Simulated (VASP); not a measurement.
# Te (Im-3m) in VASP: notebook

Te is run at these levels: PBE; tasks: single point.

Program: VASP 6.6.1. These are calculated values, not measurements. Logs are shortened: lines on timing, memory, paths and dates and some standing lists are left out, and cuts for length are marked.

## Step 1: The cell of the first run

Symmetry: Im-3m, No. 229, cubic system. The conventional cell has a = 3.849 Å, b = 3.849 Å, c = 3.849 Å, α = 90.00°, β = 90.00°, γ = 90.00°. Te (site symmetry m-3m) has 14 Te at 3.33 to 3.85 Å within 4.4 Å.

## Step 2: Single point, PBE

Input file INCAR:

```
PREC     = Accurate       # precision mode
ENCUT    = 520            # plane-wave cutoff, eV
EDIFF    = 1E-6           # SCF threshold, eV
ISMEAR   = -1             # smearing method
SIGMA    = 0.1            # smearing width, eV
LREAL    = False          # projectors in reciprocal space
LASPH    = True           # aspherical terms in the spheres
NELM     = 100            # most SCF steps
ALGO     = Normal         # electronic algorithm
ISIF     = 2              # what is computed and relaxed
LWAVE    = False          # write WAVECAR
LCHARG   = False          # write CHGCAR
GGA      = PE             # functional
NBANDS   = 9              # bands
```

Input file KPOINTS:

```
Automatic mesh
0
Gamma
  11 11 11
```

Input file POSCAR:

```
Te
1.0
   -1.9247105964      1.9247105964      1.9247105964
    1.9247105964     -1.9247105964      1.9247105964
    1.9247105964      1.9247105964     -1.9247105964
Te
1
Direct
    0.0000000000      0.0000000000      0.0000000000
```

Potentials or basis: VASP PAW PBE potentials, release 64 (Te).

Run with:

```console
> cat potpaw_PBE.64/Te/POTCAR > POTCAR
> mpirun -np 1 vasp_std > vasp.out
```

OUTCAR:

```text
PREC = Accurate
   ENCUT = 520
   EDIFF = 1E-6
   ISMEAR = -1
   LREAL = False
   LASPH = True
   NELM = 100
   ISIF = 2
   GGA = PE

 ion  position               nearest neighbor table
   1  0.000  0.000  0.000-

  LATTYP: Found a body centered cubic cell.
 ALAT       =     3.8494211928

  Lattice vectors:

 A1 = (  -1.9247105964,   1.9247105964,   1.9247105964)
 A2 = (   1.9247105964,  -1.9247105964,   1.9247105964)
 A3 = (   1.9247105964,   1.9247105964,  -1.9247105964)

Analysis of symmetry for initial positions (statically):
=====================================================================
 Subroutine PRICEL returns:
 Original cell was already a primitive cell.

 Routine SETGRP: Setting up the symmetry group for a
 body centered cubic supercell.

 Subroutine GETGRP returns: Found 48 space group operations
 (whereof 48 operations were pure point group operations)
 out of a pool of 48 trial point group operations.

The static configuration has the point symmetry O_h .

Analysis of symmetry for dynamics (positions and initial velocities):
=====================================================================
 Subroutine PRICEL returns:
 Original cell was already a primitive cell.

 Routine SETGRP: Setting up the symmetry group for a
 body centered cubic supercell.

 Subroutine GETGRP returns: Found 48 space group operations
 (whereof 48 operations were pure point group operations)
 out of a pool of 48 trial point group operations.

The dynamic configuration has the point symmetry O_h .

 Subroutine INISYM returns: Found 48 space group operations
 (whereof 48 operations are pure point group operations),
 and found     1 'primitive' translations

----------------------------------------------------------------------------------------

                                     Primitive cell

  volume of cell :      28.5204

  direct lattice vectors                    reciprocal lattice vectors
    -1.924710596  1.924710596  1.924710596     0.000000000  0.259779315  0.259779315
     1.924710596 -1.924710596  1.924710596     0.259779315  0.000000000  0.259779315
     1.924710596  1.924710596 -1.924710596     0.259779315  0.259779315  0.000000000

  length of vectors
     3.333696543  3.333696543  3.333696543     0.367383430  0.367383430  0.367383430

  position of ions in fractional coordinates (direct lattice)
     0.000000000  0.000000000  0.000000000

  ion indices of the primitive-cell ions
   primitive index   ion index
                 1           1

----------------------------------------------------------------------------------------

 KPOINTS: Automatic mesh

Automatic generation of k-mesh.
 Grid dimensions read from file:
 generate k-points for:   11   11   11

 Generating k-lattice:

  Cartesian coordinates                     Fractional coordinates (reciprocal lattice)
     0.000000000  0.023616301  0.023616301     0.090909091  0.000000000  0.000000000
     0.023616301  0.000000000  0.023616301     0.000000000  0.090909091  0.000000000
     0.023616301  0.023616301  0.000000000     0.000000000  0.000000000  0.090909091

  Length of vectors
     0.033398494  0.033398494  0.033398494

  Shift w.r.t. Gamma in fractional coordinates (k-lattice)
     0.000000000  0.000000000  0.000000000

 Subroutine IBZKPT returns following result:
 ===========================================

 Found     56 irreducible k-points:

 Following reciprocal coordinates:
            Coordinates               Weight
  0.000000  0.000000  0.000000      1.000000
  0.090909  0.000000  0.000000     12.000000
  0.181818  0.000000  0.000000     12.000000
  0.272727  0.000000  0.000000     12.000000
  0.363636  0.000000  0.000000     12.000000
  0.454545  0.000000  0.000000     12.000000
[... 16 lines left out ...]
  0.272727  0.181818  0.090909     48.000000
  0.363636  0.181818  0.090909     24.000000
 [... further k-points ...]
   k-points           NKPTS =     56   k-points in BZ     NKDIM =     56   number of bands    NBANDS=      9
   number of dos      NEDOS =    301   number of ions     NIONS =      1
   total plane-waves  NPLWV =  21952
   dimension x,y,z NGX =    28 NGY =   28 NGZ =   28
   dimension x,y,z NGXF=    56 NGYF=   56 NGZF=   56
   ions per type =               1
   NGX,Y,Z   is equivalent  to a cutoff of  13.96, 13.96, 13.96 a.u.
   NGXF,Y,Z  is equivalent  to a cutoff of  27.93, 27.93, 27.93 a.u.
 SYSTEM =  unknown system
   PREC   = accura    normal or accurate (medium, high low for compatibility)
   ISTART =      0    job   : 0-new  1-cont  2-samecut
   ICHARG =      2    charge: 1-file 2-atom 10-const
   ISPIN  =      1    spin polarized calculation?
   LNONCOLLINEAR =      F non collinear calculations
   LSORBIT =      F    spin-orbit coupling
   LASPH  =      T    aspherical Exc in radial PAW
   ENCUT  =  520.0 eV  38.22 Ry    6.18 a.u.   6.20  6.20  6.20*2*pi/ulx,y,z
   NELM   =    100;   NELMIN=  2; NELMDL= -5     # of ELM steps
   EDIFF  = 0.1E-05   stopping-criterion for ELM
   LREAL  =      F    real-space projection
   EDIFFG = 0.1E-04   stopping-criterion for IOM
   NSW    =      0    number of steps for IOM
   IBRION =     -1    ionic relax: 0-MD 1-quasi-New 2-CG
   NFREE  =      0    steps in history (QN), initial steepest desc. (CG)
   ISIF   =      2    stress and relaxation
   ISYM   =      2    0-nonsym 1-usesym 2-fastsym
   POTIM  = 0.5000    time-step for ionic-motion
   TEBEG  =    0.0;   TEEND  =   0.0 temperature during run
   PSTRESS=    0.0 pullay stress
   NELECT =       6.0000    total number of electrons
   NUPDOWN=      -1.0000    fix difference up-down
   EMIN   =  10.00;   EMAX   =-10.00  energy-range for DOS
   EFERMI =   0.00;   METHOD = LEGACY
   ISMEAR =    -1;   SIGMA  =   0.10  broadening in eV -4-tet -1-fermi 0-gaus
   EFERMI_NEDOS =   21; number of points for ismear=-14 and -15
   IALGO  =     38    algorithm
   IMIX   =      4    mixing-type and parameters
     AMIX     =   0.40;   BMIX     =  1.00
     AMIX_MAG =   1.60;   BMIX_MAG =  1.00
  volume/ion in A,a.u.               =      28.52       192.47
  Fermi-wavevector in a.u.,A,eV,Ry     =   0.973658  1.839947 12.898460  0.948010
  Thomas-Fermi vector in A             =   2.104055
   LORBIT       =      0    0 simple, 1 ext, 2 COOP (PROOUT), +10 PAW based schemes
   GGA     = PE    functional components
   LHFCALC =     F    Hartree Fock is set to
   AEXX    =    0.0000 exact exchange contribution
   IVDW    =     0    specifies the selected vdW correction
   LEPSILON=     F    determine dielectric tensor
   LRPA    =     F    only Hartree local field effects (RPA)
 non-spin polarized calculation
  energy-cutoff  :      520.00
  volume of cell :       28.52
 maximum number of plane-waves:       778
 NGX is ok and might be reduce to    28
   NGX = 13   NGY = 13   NGZ = 13

 number of electron       6.0000000 magnetization

 Free energy of the ion-electron system (eV)
  ---------------------------------------------------
  ext. energy  EPLUGINS =         0.00000000
  ---------------------------------------------------
  free energy    TOTEN  =        -2.83487321 eV

  energy without entropy =       -2.80229062  energy(sigma->0) =       -2.81858191

 E-fermi :   7.8947     XC(G=0): -10.0692

 val. band max:        7.8369567994   @ k =  -0.3636   0.3636   0.0909
 cond. band min:       7.9056519887   @ k =   0.4545   0.0000   0.0000
 fundamental gap:      0.0686951892
 Fermi energy:         7.8946588946

 k-point     1 :       0.0000    0.0000    0.0000
  band No.  band energies     occupation
      1      -6.0292      2.00000
      2      10.7854      0.00000
      3      10.7854      0.00000
      4      10.7854      0.00000
      5      17.6029      0.00000
      6      17.6900      0.00000
      7      17.6900      0.00000
      8      17.6900      0.00000
      9      19.7342      0.00000

 k-point     2 :       0.0909    0.0000    0.0000
  band No.  band energies     occupation
      1      -5.8800      2.00000
      2       9.7692      0.00000
      3      10.4220      0.00000
      4      10.7106      0.00000
      5      16.8856      0.00000
      6      16.9716      0.00000
      7      18.3083      0.00000
      8      18.4590      0.00000
      9      18.9530      0.00000

 k-point     3 :       0.1818    0.0000    0.0000
  band No.  band energies     occupation
      1      -5.4399      2.00000
      2       7.6736      1.80246
      3       9.6337      0.00000
      4      10.5047      0.00000
      5      15.5044      0.00000
      6      15.9627      0.00000
      7      18.6341      0.00000
      8      18.9842      0.00000
      9      19.8579      0.00000

 k-point     4 :       0.2727    0.0000    0.0000
  band No.  band energies     occupation
      1      -4.7402      2.00000
      2       5.4287      2.00000
      3       8.8317      0.00017
      4      10.2299      0.00000
      5      14.4295      0.00000
      6      15.1539      0.00000
      7      18.8773      0.00000
      8      19.6265      0.00000
      9      21.9172      0.00000
[... 205 lines left out ...]
 k-point    22 :       0.1818    0.1818    0.0909
  band No.  band energies     occupation
      1      -3.7544      2.00000
      2       4.0988      2.00000
      3       6.7579      1.99998
      4       7.9874      0.56706
      5      16.4900      0.00000
      6      17.3743      0.00000
      7      20.0373      0.00000
      8      20.2776      0.00000
      9      21.6239      0.00000

 k-point    23 :       0.2727    0.1818    0.0909
  band No.  band energies     occupation
      1      -3.0224      2.00000
      2       3.1610      2.00000
      3       5.6880      2.00000
      4       7.5576      1.93353
      5      16.5939      0.00000
      6      17.9016      0.00000
      7      20.5429      0.00000
      8      21.7823      0.00000
      9      22.8441      0.00000

 k-point    24 :       0.3636    0.1818    0.0909
  band No.  band energies     occupation
      1      -2.6749      2.00000
      2       2.7268      2.00000
      3       5.3254      2.00000
      4       7.4196      1.98286
      5      16.5850      0.00000
      6      18.0465      0.00000
      7      21.3136      0.00000
      8      21.5390      0.00000
      9      23.7613      0.00000

 [... further k-points ...]
[... 5 lines left out ...]
  --------------------------------------------------------------------------------------
  -------------------------------------------------------------------------------------
  Total       -0.0158178     -0.0158178     -0.0158178     -0.0000000     -0.0000000      0.0000000
  in kB       -0.8885906     -0.8885906     -0.8885906     -0.0000000     -0.0000000      0.0000000
  external PRESSURE =      -0.8885906 kB  Pullay stress =       0.0000000 kB

 VOLUME and BASIS-vectors are now :
 -----------------------------------------------------------------------------
  energy-cutoff  :      520.00
  volume of cell :       28.52
      direct lattice vectors                 reciprocal lattice vectors
    -1.924710596  1.924710596  1.924710596     0.000000000  0.259779315  0.259779315
     1.924710596 -1.924710596  1.924710596     0.259779315  0.000000000  0.259779315
     1.924710596  1.924710596 -1.924710596     0.259779315  0.259779315  0.000000000

 POSITION                                       TOTAL-FORCE (eV/Angst)
 -----------------------------------------------------------------------------------
      0.00000      0.00000      0.00000         0.000000      0.000000      0.000000
 -----------------------------------------------------------------------------------
    total drift:                                0.000000      0.000000      0.000000

  FREE ENERGIE OF THE ION-ELECTRON SYSTEM (eV)
  ---------------------------------------------------
  free  energy   TOTEN  =        -2.8348732084 eV

  energy  without entropy=       -2.8022906154  energy(sigma->0) =       -2.81858191
```

It took 26 s on 1 thread of Intel Xeon 6975P-C, shared host; peak memory 0.16 GiB.

Results:

```
Free energy            : -2.8349 eV
Pressure               : -0.1 GPa
Band gap on the k mesh : zero (band 3 reaches 10.79 eV, above the bottom of band 4 at 4.96 eV)
```

Caveat: spin-orbit coupling is left out, which moves the levels of the heavy elements.

## Step 3: Single point, PBE (volume scaled by 0.88)

Input file INCAR:

```
PREC = Accurate
ENCUT = 520
EDIFF = 1E-7
ISMEAR = -1
SIGMA = 0.1
LREAL = False
LASPH = True
NELM = 100
ALGO = Normal
ISIF = 2
LWAVE = False
LCHARG = False
GGA = PE
NBANDS = 9
```

Input file KPOINTS:

```
Automatic mesh
0
Gamma
  13 13 13
```

Input file POSCAR:

```
Te
1.0
   -1.8444193142      1.8444193142      1.8444193142
    1.8444193142     -1.8444193142      1.8444193142
    1.8444193142      1.8444193142     -1.8444193142
Te
1
Direct
    0.0000000000      0.0000000000      0.0000000000
```

Potentials or basis: VASP PAW PBE potentials, release 64 (Te).

Run with:

```console
> cat potpaw_PBE.64/Te/POTCAR > POTCAR
> mpirun -np 1 vasp_std > vasp.out
```

OUTCAR:

```text
PREC = Accurate
   ENCUT = 520
   EDIFF = 1E-7
   ISMEAR = -1
   LREAL = False
   LASPH = True
   NELM = 100
   ISIF = 2
   GGA = PE

 ion  position               nearest neighbor table
   1  0.000  0.000  0.000-

  LATTYP: Found a body centered cubic cell.
 ALAT       =     3.6888386284

  Lattice vectors:

 A1 = (  -1.8444193142,   1.8444193142,   1.8444193142)
 A2 = (   1.8444193142,  -1.8444193142,   1.8444193142)
 A3 = (   1.8444193142,   1.8444193142,  -1.8444193142)

Analysis of symmetry for initial positions (statically):
=====================================================================
 Subroutine PRICEL returns:
 Original cell was already a primitive cell.

 Routine SETGRP: Setting up the symmetry group for a
 body centered cubic supercell.

 Subroutine GETGRP returns: Found 48 space group operations
 (whereof 48 operations were pure point group operations)
 out of a pool of 48 trial point group operations.

The static configuration has the point symmetry O_h .

[... 152 lines left out ...]
  ---------------------------------------------------
  free energy    TOTEN  =        -2.76488901 eV

  energy without entropy =       -2.74410137  energy(sigma->0) =       -2.75449519

 E-fermi :   9.6988     XC(G=0): -10.6491

 val. band max:        9.6888573030   @ k =   0.3077   0.1538   0.0769
 cond. band min:       9.6995538677   @ k =   0.0769   0.0769   0.0769
 fundamental gap:      0.0106965647
 Fermi energy:         9.6988415445

 k-point     1 :       0.0000    0.0000    0.0000
  band No.  band energies     occupation
      1      -5.2476      2.00000
      2      13.4021      0.00000
      3      13.4021      0.00000
      4      13.4021      0.00000
      5      19.8627      0.00000
      6      19.8627      0.00000
      7      19.8627      0.00000
      8      21.1654      0.00000
      9      21.5275      0.00000
[... 265 lines left out ...]
 k-point    24 :       0.2308    0.0769    0.0769
  band No.  band energies     occupation
      1      -3.1135      2.00000
      2       6.1575      2.00000
      3       9.6280      1.34024
      4      11.0413      0.00000
      5      17.7836      0.00000
      6      18.1498      0.00000
      7      21.8035      0.00000
      8      22.5697      0.00000
      9      23.8612      0.00000

 [... further k-points ...]
[... 5 lines left out ...]
  --------------------------------------------------------------------------------------
  -------------------------------------------------------------------------------------
  Total        1.4883508      1.4883508      1.4883508      0.0000000     -0.0000000      0.0000000
  in kB       95.0116591     95.0116591     95.0116591      0.0000000     -0.0000000      0.0000000
  external PRESSURE =      95.0116591 kB  Pullay stress =       0.0000000 kB

 VOLUME and BASIS-vectors are now :
 -----------------------------------------------------------------------------
  energy-cutoff  :      520.00
  volume of cell :       25.10
      direct lattice vectors                 reciprocal lattice vectors
    -1.844419314  1.844419314  1.844419314     0.000000000  0.271088031  0.271088031
     1.844419314 -1.844419314  1.844419314     0.271088031  0.000000000  0.271088031
     1.844419314  1.844419314 -1.844419314     0.271088031  0.271088031  0.000000000

 POSITION                                       TOTAL-FORCE (eV/Angst)
 -----------------------------------------------------------------------------------
      0.00000      0.00000      0.00000        -0.000000     -0.000000      0.000000
 -----------------------------------------------------------------------------------
    total drift:                                0.000000     -0.000000      0.000000

  FREE ENERGIE OF THE ION-ELECTRON SYSTEM (eV)
  ---------------------------------------------------
  free  energy   TOTEN  =        -2.7648890075 eV

  energy  without entropy=       -2.7441013693  energy(sigma->0) =       -2.75449519
```

OSZICAR:

```text
N       E                     dE             d eps       ncg     rms          rms(c)
DAV:   1     0.101489526110E+02    0.10149E+02   -0.24094E+03  1512   0.516E+02
DAV:   2    -0.248922649900E+01   -0.12638E+02   -0.12001E+02  2092   0.684E+01
DAV:   3    -0.276276289375E+01   -0.27354E+00   -0.27134E+00  1903   0.990E+00
DAV:   4    -0.276384804988E+01   -0.10852E-02   -0.10851E-02  2034   0.736E-01
DAV:   5    -0.276385356487E+01   -0.55150E-05   -0.55152E-05  1931   0.441E-02    0.834E+00
DAV:   6    -0.276433661467E+01   -0.48305E-03   -0.10317E-03  1814   0.190E-01    0.508E+00
DAV:   7    -0.276488208580E+01   -0.54547E-03   -0.24138E-03  1742   0.283E-01    0.127E-01
DAV:   8    -0.276489146921E+01   -0.93834E-05   -0.46864E-05  1806   0.462E-02    0.432E-02
DAV:   9    -0.276488966674E+01    0.18025E-05   -0.37516E-06  1976   0.119E-02    0.215E-02
DAV:  10    -0.276488936800E+01    0.29874E-06   -0.21150E-07  1770   0.321E-03    0.372E-03
DAV:  11    -0.276488898407E+01    0.38392E-06   -0.26759E-08  1057   0.104E-03    0.338E-04
DAV:  12    -0.276488900747E+01   -0.23403E-07   -0.12873E-09   843   0.267E-04
   1 F= -.27648890E+01 E0= -.27544952E+01  d E =-.207876E-01
```

stdout:

```text
POSCAR found type information on POSCAR Te
 POSCAR found :  1 types and       1 ions
 scaLAPACK will be used
 LDA part: xc-table for (Slater+PW92), standard interpolation
 POSCAR, INCAR and KPOINTS ok, starting setup
 FFT: planning ... GRIDC
 FFT: planning ... GRID_SOFT
 FFT: planning ... GRID
 WAVECAR not read
 entering main loop
```

Run time: 24 s. Hardware: 1 thread of Intel Xeon 6975P-C, shared host; peak memory 0.15 GiB.

What came out:

- Free energy: -2.7649 eV
- Pressure: 9.5 GPa
- Band gap on the k mesh: zero (band 3 reaches 13.40 eV, above the bottom of band 4 at 6.14 eV)

Caveat: spin-orbit coupling is left out, which moves the levels of the heavy elements.

[end of part 1 of 2]
